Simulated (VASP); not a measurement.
Write the native input for VASP 6.6.1 that does the following.

| Property | Result |
| --- | --- |
| Task | single point |
| Functional | r2SCAN |
| Potentials or basis | VASP PAW PBE potentials, release 64 (Hf_pv, B) |
| Cutoff | 520 eV |
| k mesh | 10 × 10 × 8 |
| Occupations | fermi-dirac, width 0.05 eV |
| Spin | no spin polarisation |
| Dipole correction | no |
| Further INCAR settings | ALGO = Normal; EDIFF = 1e-06; NBANDS = 15 |

The system is HfB2.

```
Hf B
1.0
     3.14000    0.00000    0.00000
    -1.57000    2.71932    0.00000
     0.00000    0.00000    3.48000
Hf B
1 2
Direct
  0.00000 0.00000 0.00000
  0.66667 0.33333 0.50000
  0.33333 0.66667 0.50000
```

One way to write it, as run:

POSCAR

```
HfB2
1.0
    3.1400000000      0.0000000000      0.0000000000
   -1.5700000000      2.7193197679      0.0000000000
    0.0000000000      0.0000000000      3.4800000000
Hf B
1 2
Direct
    0.0000000000      0.0000000000      0.0000000000
    0.6666666667      0.3333333333      0.5000000000
    0.3333333333      0.6666666667      0.5000000000
```

INCAR.step1

```
SYSTEM = HfB2
PREC = Accurate
ENCUT = 520
ISMEAR = -1
SIGMA = 0.05
LREAL = .False.
LASPH = .True.
NELM = 60
NBANDS = 15
GGA = PE
ALGO = Normal
EDIFF = 1E-4
LWAVE = .True.
LCHARG = .False.
```

INCAR.step2

```
SYSTEM = HfB2
PREC = Accurate
ENCUT = 520
EDIFF = 1E-6
ISMEAR = -1
SIGMA = 0.05
LREAL = .False.
LASPH = .True.
NELM = 60
ALGO = Normal
ISIF = 2
LWAVE = .False.
LCHARG = .False.
METAGGA = R2SCAN
LMIXTAU = .True.
NBANDS = 15
ISTART = 1
```

KPOINTS

```
regular mesh
0
Gamma
  10 10 8
  0 0 0
```

Potentials or basis: VASP PAW PBE potentials, release 64 (Hf_pv, B).

Run with:

```console
$ cat potpaw_PBE.64/Hf_pv/POTCAR potpaw_PBE.64/B/POTCAR > POTCAR
$ cp INCAR.step1 INCAR
$ mpirun -np 1 vasp_std > vasp.out
$ cp INCAR.step2 INCAR
$ mpirun -np 1 vasp_std > vasp.out
```

Results of the run:

```json
{
 "Pressure": "-1.2 GPa",
 "Band gap on the k mesh": "zero (band 8 reaches 8.34 eV, above the bottom of band 9 at 7.47 eV)"
}
```

Caveat: the PAW data sets were made with another functional, which shifts forces and pressure a little; spin-orbit coupling is left out, which moves the levels of the heavy elements.

Run time: 50 s on 1 thread of Intel(R) Xeon(R) 6975P-C (Granite Rapids) (shared host), peak memory 0.17 GiB.
